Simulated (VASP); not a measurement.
Set up this calculation in VASP 6.6.1, as the native input.

* Task: single point
* Functional: PBE
* Potentials or basis: VASP PAW PBE potentials, release 64 (Ca_sv)
* Cutoff: 520 eV
* k mesh: 16 × 16 × 16
* Occupations: gaussian, width 0.15 eV
* Spin: no spin polarisation
* Dipole correction: no
* Further INCAR settings: ALGO = Fast; EDIFF = 1e-06; NBANDS = 11

The structure of Ca lies in POSCAR:

```
Ca
1.0
    0.0000000000      2.8324814693      2.7191822106
    2.8324814693      0.0000000000      2.7191822106
    2.8324814693      2.8324814693      0.0000000000
Ca
1
Direct
    0.0000000000      0.0000000000      0.0000000000
```

This cell differs from its parent crystal: ratio of the length along z to the lengths across it x 0.96, volume and fractional coordinates fixed.

One way to write it, as run:

INCAR

```
  PREC = Accurate
  ENCUT = 520
  EDIFF = 1E-6
  ISMEAR = 0
  SIGMA = 0.15
  LREAL = False
  LASPH = True
  NELM = 100
  ALGO = Fast
  ISIF = 2
  LWAVE = False
  LCHARG = True
  GGA = PE
  LELF = True
  LVHAR = True
  NBANDS = 11
```

KPOINTS

```
Automatic mesh
0
Gamma
  16 16 16
```

Potentials or basis: VASP PAW PBE potentials, release 64 (Ca_sv).

Run with:

```bash
$ cat potpaw_PBE.64/Ca_sv/POTCAR > POTCAR
$ mpirun -np 1 vasp_std > vasp.out
```

It gave:

The pressure is -0.6 GPa and the band gap on the k mesh is zero (band 5 reaches 2.06 eV, above the bottom of band 6 at 1.65 eV).

Run time: 110 s on 1 thread of AMD EPYC 9R45 96-Core Processor (Zen 5), with other jobs on the host, peak memory 0.26 GiB.
